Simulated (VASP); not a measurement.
# Ba (Fm-3m) in VASP: further runs

Ba is run at these levels: PBE; tasks: single point.

All numbers are computed with VASP 6.6.1; they aren't measurements. Logs are shortened: lines on timing, memory, paths and dates and some standing lists are left out, and cuts for length are marked.

## 1. The cell of the first run

The structure is cubic, space group Fm-3m (No. 225). Conventional cell: a = 6.184 Å, b = 6.184 Å, c = 6.184 Å, α = 90.00°, β = 90.00°, γ = 90.00°. Within 5.7 Å of Ba (site symmetry m-3m) lie 12 Ba at 4.37 Å.

This isn't the form of Ba at room conditions, which is bcc.

## 2. Single point, PBE (59.13 Å³/atom)

Input file INCAR:

```
SYSTEM = Ba
PREC = Accurate
ENCUT = 520
EDIFF = 1E-6
ISMEAR = -1
SIGMA = 0.1
LREAL = .False.
LASPH = .True.
NELM = 100
ALGO = Normal
ISIF = 2
LWAVE = .False.
LCHARG = .True.
GGA = PE
LELF = .True.
LVHAR = .True.
NBANDS = 11
```

Input file KPOINTS:

```
Automatic mesh
0
Gamma
  10 10 10
  0 0 0
```

Input file POSCAR:

```
Ba
1.0
    0.0000000000      3.0920849283      3.0920849283
    3.0920849283      0.0000000000      3.0920849283
    3.0920849283      3.0920849283      0.0000000000
Ba
1
Direct
    0.0000000000      0.0000000000      0.0000000000
```

Potentials or basis: VASP PAW PBE potentials, release 64 (Ba_sv).

Command:

```
cat potpaw_PBE.64/Ba_sv/POTCAR > POTCAR
mpirun -np 1 vasp_std > vasp.out
```

OUTCAR:

```text
SYSTEM = Ba
   PREC = Accurate
   ENCUT = 520
   EDIFF = 1E-6
   ISMEAR = -1
   LREAL = .False.
   LASPH = .True.
   NELM = 100
   ISIF = 2
   GGA = PE

 ion  position               nearest neighbor table
   1  0.000  0.000  0.000-

  LATTYP: Found a face centered cubic cell.
 ALAT       =     6.1841698566

  Lattice vectors:

 A1 = (   0.0000000000,   3.0920849283,   3.0920849283)
 A2 = (   3.0920849283,   0.0000000000,   3.0920849283)
 A3 = (   3.0920849283,   3.0920849283,   0.0000000000)

Analysis of symmetry for initial positions (statically):
=====================================================================
 Subroutine PRICEL returns:
 Original cell was already a primitive cell.

 Routine SETGRP: Setting up the symmetry group for a
 face centered cubic supercell.

 Subroutine GETGRP returns: Found 48 space group operations
 (whereof 48 operations were pure point group operations)
 out of a pool of 48 trial point group operations.

The static configuration has the point symmetry O_h .

Analysis of symmetry for dynamics (positions and initial velocities):
=====================================================================
 Subroutine PRICEL returns:
 Original cell was already a primitive cell.

 Routine SETGRP: Setting up the symmetry group for a
 face centered cubic supercell.

 Subroutine GETGRP returns: Found 48 space group operations
 (whereof 48 operations were pure point group operations)
 out of a pool of 48 trial point group operations.

The dynamic configuration has the point symmetry O_h .

 Subroutine INISYM returns: Found 48 space group operations
 (whereof 48 operations are pure point group operations),
 and found     1 'primitive' translations

----------------------------------------------------------------------------------------

                                     Primitive cell

  volume of cell :      59.1268

  direct lattice vectors                    reciprocal lattice vectors
     0.000000000  3.092084928  3.092084928    -0.161703191  0.161703191  0.161703191
     3.092084928  0.000000000  3.092084928     0.161703191 -0.161703191  0.161703191
     3.092084928  3.092084928  0.000000000     0.161703191  0.161703191 -0.161703191

  length of vectors
     4.372868442  4.372868442  4.372868442     0.280078143  0.280078143  0.280078143

  position of ions in fractional coordinates (direct lattice)
     0.000000000  0.000000000  0.000000000

  ion indices of the primitive-cell ions
   primitive index   ion index
                 1           1

[... 65 lines left out ...]
   ISPIN  =      1    spin polarized calculation?
   LNONCOLLINEAR =      F non collinear calculations
   LSORBIT =      F    spin-orbit coupling
   LASPH  =      T    aspherical Exc in radial PAW
   ENCUT  =  520.0 eV  38.22 Ry    6.18 a.u.   8.13  8.13  8.13*2*pi/ulx,y,z
   NELM   =    100;   NELMIN=  2; NELMDL= -5     # of ELM steps
   EDIFF  = 0.1E-05   stopping-criterion for ELM
   LREAL  =      F    real-space projection
[... 7 lines left out ...]
   TEBEG  =    0.0;   TEEND  =   0.0 temperature during run
   PSTRESS=    0.0 pullay stress
   NELECT =      10.0000    total number of electrons
   NUPDOWN=      -1.0000    fix difference up-down
   EMIN   =  10.00;   EMAX   =-10.00  energy-range for DOS
   EFERMI =   0.00;   METHOD = LEGACY
   ISMEAR =    -1;   SIGMA  =   0.10  broadening in eV -4-tet -1-fermi 0-gaus
   EFERMI_NEDOS =   21; number of points for ismear=-14 and -15
   IALGO  =     38    algorithm
   IMIX   =      4    mixing-type and parameters
     AMIX     =   0.40;   BMIX     =  1.00
     AMIX_MAG =   1.60;   BMIX_MAG =  1.00
  volume/ion in A,a.u.               =      59.13       399.01
  Fermi-wavevector in a.u.,A,eV,Ry     =   0.905344  1.710851 11.151974  0.819647
  Thomas-Fermi vector in A             =   2.028900
   LORBIT       =      0    0 simple, 1 ext, 2 COOP (PROOUT), +10 PAW based schemes
   GGA     = PE    functional components
   LHFCALC =     F    Hartree Fock is set to
   AEXX    =    0.0000 exact exchange contribution
   IVDW    =     0    specifies the selected vdW correction
   LEPSILON=     F    determine dielectric tensor
   LRPA    =     F    only Hartree local field effects (RPA)
 non-spin polarized calculation
  energy-cutoff  :      520.00
  volume of cell :       59.13
 maximum number of plane-waves:      1639
 NGX is ok and might be reduce to    36
   NGX = 17   NGY = 17   NGZ = 17

 number of electron      10.0000000 magnetization

 Free energy of the ion-electron system (eV)
  ---------------------------------------------------
  ext. energy  EPLUGINS =         0.00000000
  ---------------------------------------------------
  free energy    TOTEN  =        -1.90500058 eV

  energy without entropy =       -1.84839836  energy(sigma->0) =       -1.87669947

 E-fermi :   1.8996     XC(G=0):  -7.6115

 val. band max:        1.8903617193   @ k =  -0.3000   0.3000   0.0000
 cond. band min:       1.9509989729   @ k =   0.5000   0.4000   0.1000
 fundamental gap:      0.0606372536
 Fermi energy:         1.8995804025

 k-point     1 :       0.0000    0.0000    0.0000
  band No.  band energies     occupation
      1     -26.8887      2.00000
      2     -11.8045      2.00000
      3     -11.8045      2.00000
      4     -11.8045      2.00000
      5      -0.9164      2.00000
      6       3.7379      0.00000
      7       3.7379      0.00000
      8       3.7379      0.00000
      9       5.4233      0.00000
     10       5.4233      0.00000
     11       8.0430      0.00000
[... 309 lines left out ...]
 k-point    24 :       0.4000    0.3000    0.0000
  band No.  band energies     occupation
      1     -26.8319      2.00000
      2     -12.2370      2.00000
      3     -11.9782      2.00000
      4     -11.9596      2.00000
      5       1.0803      1.99945
      6       2.0214      0.45638
      7       3.3454      0.00000
      8       5.2508      0.00000
      9       5.7962      0.00000
     10       6.6213      0.00000
     11       9.2423      0.00000

 [... further k-points ...]
[... 5 lines left out ...]
  --------------------------------------------------------------------------------------
  -------------------------------------------------------------------------------------
  Total        0.2993235      0.2993235      0.2993235      0.0000000     -0.0000000      0.0000000
  in kB        8.1108639      8.1108639      8.1108639      0.0000000     -0.0000000      0.0000000
  external PRESSURE =       8.1108639 kB  Pullay stress =       0.0000000 kB

 VOLUME and BASIS-vectors are now :
 -----------------------------------------------------------------------------
  energy-cutoff  :      520.00
  volume of cell :       59.13
      direct lattice vectors                 reciprocal lattice vectors
     0.000000000  3.092084928  3.092084928    -0.161703191  0.161703191  0.161703191
     3.092084928  0.000000000  3.092084928     0.161703191 -0.161703191  0.161703191
     3.092084928  3.092084928  0.000000000     0.161703191  0.161703191 -0.161703191

 POSITION                                       TOTAL-FORCE (eV/Angst)
 -----------------------------------------------------------------------------------
      0.00000      0.00000      0.00000        -0.000000      0.000000     -0.000000
 -----------------------------------------------------------------------------------
    total drift:                               -0.000000      0.000000      0.000000

  FREE ENERGIE OF THE ION-ELECTRON SYSTEM (eV)
  ---------------------------------------------------
  free  energy   TOTEN  =        -1.9050005781 eV

  energy  without entropy=       -1.8483983628  energy(sigma->0) =       -1.87669947
```

Run time: 20 s. Hardware: 1 thread of Intel Xeon Platinum 8375C at 2.90GHz (Ice Lake), shared host; peak memory 0.21 GiB.

What came out:

- Free energy: -1.9050 eV
- Pressure: 0.8 GPa
- Band gap on the k mesh: zero (bands 5 and 6 overlap by 0.23 eV)

Caveat: spin-orbit coupling is left out, which moves the levels of the heavy elements.

## 3. Single point, PBE

This run uses another cell than the first one, of 64.27 Å³/atom.

Input file INCAR:

```
SYSTEM = Ba
ALGO     = Normal         ! electronic algorithm
EDIFF    = 1E-6           ! SCF threshold, eV
ENCUT    = 520            ! plane-wave cutoff, eV
GGA      = PE             ! functional
ISIF     = 2              ! what is computed and relaxed
ISMEAR   = -1             ! smearing method
LASPH    = .True.         ! aspherical terms in the spheres
LCHARG   = .True.         ! write CHGCAR
LELF     = .True.         ! ELF
LREAL    = .False.        ! projectors in reciprocal space
LVHAR    = .True.       
LWAVE    = .False.        ! write WAVECAR
NBANDS   = 11             ! bands
NELM     = 100            ! most SCF steps
PREC     = Accurate       ! precision mode
SIGMA    = 0.1            ! smearing width, eV
```

Input file KPOINTS:

```
k-points
0
Gamma
  10 10 10
  0 0 0
```

Input file POSCAR:

```
Ba
1.0
    0.0000000000      3.1792313924      3.1792313924
    3.1792313924      0.0000000000      3.1792313924
    3.1792313924      3.1792313924      0.0000000000
Ba
1
Direct
    0.0000000000      0.0000000000      0.0000000000
```

Potentials or basis: VASP PAW PBE potentials, release 64 (Ba_sv).

Command:

```
cat potpaw_PBE.64/Ba_sv/POTCAR > POTCAR
mpirun -np 1 vasp_std > vasp.out
```

Run time: 21 s. Hardware: 1 thread of Intel Xeon Platinum 8375C at 2.90GHz (Ice Lake), shared host; peak memory 0.21 GiB.

Results (log left out):

```yaml
Free_energy: -1.9182 eV
Pressure: 0.1 GPa
Band_gap_on_the_k_mesh: zero (bands 5 and 6 overlap by 0.17 eV)
```

Levels at points of the mesh, in eV from the Fermi level:
```tsv
k point	band 1	band 2	band 3	band 4	band 5	band 6	band 7	band 8	band 9	band 10
(0.00, 0.00, 0.00)	-28.93	-13.90	-13.90	-13.90	-2.78	1.75	1.75	1.75	3.28	3.28
(0.50, 0.00, 0.00)	-28.89	-14.33	-13.95	-13.95	-0.95	1.00	1.61	1.61	4.45	4.45
(0.50, 0.50, 0.00)	-28.88	-14.30	-14.05	-14.05	-0.80	-0.16	1.99	4.46	4.80	4.80
```

Caveat: spin-orbit coupling is left out, which moves the levels of the heavy elements.

The gap in the log of VASP goes by the Fermi energy; the results here count the filled bands.